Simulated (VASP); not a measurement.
# TePb (Fm-3m) in VASP: single point with PBE

Aim: the single point of TePb with PBE.

Program: VASP 6.6.1. These are calculated values, not measurements. Logs are shortened: lines on timing, memory, paths and dates and some standing lists are left out, and cuts for length are marked.

## (1) The cell of the first run

The structure is cubic, space group Fm-3m (No. 225). The conventional cell has a = 6.446 Å, b = 6.446 Å, c = 6.446 Å, α = 90.00°, β = 90.00°, γ = 90.00°. Within 4.2 Å of Pb (site symmetry m-3m) lie 6 Te at 3.22 Å. Within 4.2 Å of Te (site symmetry m-3m) lie 6 Pb at 3.22 Å.

## (2) Single point, PBE

File INCAR:

```
PREC = Accurate
ENCUT = 500
EDIFF = 1E-6
ISMEAR = -1
SIGMA = 0.1
LREAL = False
LASPH = True
NELM = 120
ALGO = Normal
ISIF = 2
LWAVE = False
LCHARG = False
GGA = PE
NBANDS = 17
GGA_COMPAT = False
```

File KPOINTS:

```
Automatic mesh
0
Gamma
  7 7 7
```

File POSCAR:

```
TePb
1.0
    0.0000000000      3.2228140000      3.2228140000
    3.2228140000      0.0000000000      3.2228140000
    3.2228140000      3.2228140000      0.0000000000
Pb Te
1 1
Direct
    0.0000000000      0.0000000000      0.0000000000
    0.5000000000      0.5000000000      0.5000000000
```

Potentials or basis: VASP PAW PBE potentials, release 64 (Pb_d, Te).

The run is started by

```console
$ cat potpaw_PBE.64/Pb_d/POTCAR potpaw_PBE.64/Te/POTCAR > POTCAR
$ mpirun -np 1 vasp_std > vasp.out
```

OUTCAR:

```text
PREC = Accurate
   ENCUT = 500
   EDIFF = 1E-6
   ISMEAR = -1
   LREAL = False
   LASPH = True
   NELM = 120
   ISIF = 2
   GGA = PE

 ion  position               nearest neighbor table
   1  0.000  0.000  0.000-   2 3.22   2 3.22   2 3.22   2 3.22   2 3.22   2 3.22
   2  0.500  0.500  0.500-   1 3.22   1 3.22   1 3.22   1 3.22   1 3.22   1 3.22

  LATTYP: Found a face centered cubic cell.
 ALAT       =     6.4456280000

  Lattice vectors:

 A1 = (   0.0000000000,   3.2228140000,   3.2228140000)
 A2 = (   3.2228140000,   0.0000000000,   3.2228140000)
 A3 = (   3.2228140000,   3.2228140000,   0.0000000000)

Analysis of symmetry for initial positions (statically):
=====================================================================
 Subroutine PRICEL returns:
 Original cell was already a primitive cell.

 Routine SETGRP: Setting up the symmetry group for a
 face centered cubic supercell.

 Subroutine GETGRP returns: Found 48 space group operations
 (whereof 48 operations were pure point group operations)
 out of a pool of 48 trial point group operations.

The static configuration has the point symmetry O_h .

Analysis of symmetry for dynamics (positions and initial velocities):
=====================================================================
 Subroutine PRICEL returns:
 Original cell was already a primitive cell.

 Routine SETGRP: Setting up the symmetry group for a
 face centered cubic supercell.

 Subroutine GETGRP returns: Found 48 space group operations
 (whereof 48 operations were pure point group operations)
 out of a pool of 48 trial point group operations.

The dynamic configuration has the point symmetry O_h .

 Subroutine INISYM returns: Found 48 space group operations
 (whereof 48 operations are pure point group operations),
 and found     1 'primitive' translations

----------------------------------------------------------------------------------------

                                     Primitive cell

  volume of cell :      66.9477

  direct lattice vectors                    reciprocal lattice vectors
     0.000000000  3.222814000  3.222814000    -0.155143921  0.155143921  0.155143921
     3.222814000  0.000000000  3.222814000     0.155143921 -0.155143921  0.155143921
     3.222814000  3.222814000  0.000000000     0.155143921  0.155143921 -0.155143921

  length of vectors
[... 74 lines left out ...]
   LASPH  =      T    aspherical Exc in radial PAW
   ENCUT  =  500.0 eV  36.75 Ry    6.06 a.u.   8.31  8.31  8.31*2*pi/ulx,y,z
   NELM   =    120;   NELMIN=  2; NELMDL= -5     # of ELM steps
   EDIFF  = 0.1E-05   stopping-criterion for ELM
   LREAL  =      F    real-space projection
   EDIFFG = 0.1E-04   stopping-criterion for IOM
   NSW    =      0    number of steps for IOM
   IBRION =     -1    ionic relax: 0-MD 1-quasi-New 2-CG
   NFREE  =      0    steps in history (QN), initial steepest desc. (CG)
   ISIF   =      2    stress and relaxation
   ISYM   =      2    0-nonsym 1-usesym 2-fastsym
   POTIM  = 0.5000    time-step for ionic-motion
   TEBEG  =    0.0;   TEEND  =   0.0 temperature during run
   PSTRESS=    0.0 pullay stress
   NELECT =      20.0000    total number of electrons
   NUPDOWN=      -1.0000    fix difference up-down
   EMIN   =  10.00;   EMAX   =-10.00  energy-range for DOS
   EFERMI =   0.00;   METHOD = LEGACY
   ISMEAR =    -1;   SIGMA  =   0.10  broadening in eV -4-tet -1-fermi 0-gaus
   EFERMI_NEDOS =   21; number of points for ismear=-14 and -15
   IALGO  =     38    algorithm
   IMIX   =      4    mixing-type and parameters
     AMIX     =   0.40;   BMIX     =  1.00
     AMIX_MAG =   1.60;   BMIX_MAG =  1.00
  volume/ion in A,a.u.               =      33.47       225.89
  Fermi-wavevector in a.u.,A,eV,Ry     =   1.094392  2.068101 16.295615  1.197694
  Thomas-Fermi vector in A             =   2.230696
   LORBIT       =      0    0 simple, 1 ext, 2 COOP (PROOUT), +10 PAW based schemes
   GGA     = PE    functional components
   LHFCALC =     F    Hartree Fock is set to
   AEXX    =    0.0000 exact exchange contribution
   IVDW    =     0    specifies the selected vdW correction
   LEPSILON=     F    determine dielectric tensor
   LRPA    =     F    only Hartree local field effects (RPA)
 non-spin polarized calculation
  energy-cutoff  :      500.00
  volume of cell :       66.95
 maximum number of plane-waves:      1721
 NGX is ok and might be reduce to    36
   NGX = 17   NGY = 17   NGZ = 17

 number of electron      20.0000002 magnetization

 Free energy of the ion-electron system (eV)
  ---------------------------------------------------
  ext. energy  EPLUGINS =         0.00000000
  ---------------------------------------------------
  free energy    TOTEN  =        -7.49539560 eV

  energy without entropy =       -7.49474231  energy(sigma->0) =       -7.49506896

 E-fermi :   6.1487     XC(G=0):  -9.3353

 val. band max:        5.6185685402   @ k =   0.4286   0.0000   0.0000
 cond. band min:       6.6185906026   @ k =   0.4286   0.0000   0.0000
 fundamental gap:      1.0000220625
 Fermi energy:         6.1486761697

 k-point     1 :       0.0000    0.0000    0.0000
  band No.  band energies     occupation
      1     -11.0087      2.00000
      2     -11.0087      2.00000
      3     -10.9988      2.00000
      4     -10.9988      2.00000
      5     -10.9988      2.00000
      6      -6.3604      2.00000
[... 377 lines left out ...]
      4     -10.9870      2.00000
      5     -10.9736      2.00000
      6      -4.5273      2.00000
[... 9 lines left out ...]
     16      16.0326      0.00000
     17      16.5222      0.00000

------------------------ aborting loop because EDIFF is reached ----------------------------------------

  FORCE on cell =-STRESS in cart. coord.  units (eV):
  Direction    XX          YY          ZZ          XY          YZ          ZX
  --------------------------------------------------------------------------------------
  -------------------------------------------------------------------------------------
  Total        1.0121230      1.0121230      1.0121230      0.0000000      0.0000000     -0.0000000
  in kB       24.2218964     24.2218964     24.2218964      0.0000000      0.0000000     -0.0000000
  external PRESSURE =      24.2218964 kB  Pullay stress =       0.0000000 kB

 VOLUME and BASIS-vectors are now :
 -----------------------------------------------------------------------------
  energy-cutoff  :      500.00
  volume of cell :       66.95
      direct lattice vectors                 reciprocal lattice vectors
     0.000000000  3.222814000  3.222814000    -0.155143921  0.155143921  0.155143921
     3.222814000  0.000000000  3.222814000     0.155143921 -0.155143921  0.155143921
     3.222814000  3.222814000  0.000000000     0.155143921  0.155143921 -0.155143921

 POSITION                                       TOTAL-FORCE (eV/Angst)
 -----------------------------------------------------------------------------------
      0.00000      0.00000      0.00000         0.000000      0.000000      0.000000
      3.22281      3.22281      3.22281         0.000000      0.000000     -0.000000
 -----------------------------------------------------------------------------------
    total drift:                               -0.000000      0.000000      0.000000

  FREE ENERGIE OF THE ION-ELECTRON SYSTEM (eV)
  ---------------------------------------------------
  free  energy   TOTEN  =        -7.4953956043 eV

  energy  without entropy=       -7.4947423085  energy(sigma->0) =       -7.49506896
```

Wall time 19 s (1 thread of Intel Xeon Platinum 8488C (Sapphire Rapids), shared host); peak memory 0.21 GiB.

What came out:

```
Free energy : -7.4954 eV
Pressure    : 2.4 GPa
```

Levels at points of the mesh, in eV from the Fermi level:
| k point | band 6 | band 7 | band 8 | band 9 | band 10 | band 11 | band 12 | band 13 | band 14 | band 15 |
| --- | --- | --- | --- | --- | --- | --- | --- | --- | --- | --- |
| (0.00, 0.00, 0.00) | -12.51 | -6.00 | -1.80 | -1.80 | -1.80 | 3.66 | 3.66 | 3.66 | 5.35 | 5.35 |

Caveat: this odd mesh misses L, where the gap lies, so gap, dielectric constants and Born charges aren't listed; spin-orbit coupling is left out, which moves the levels of the heavy elements.
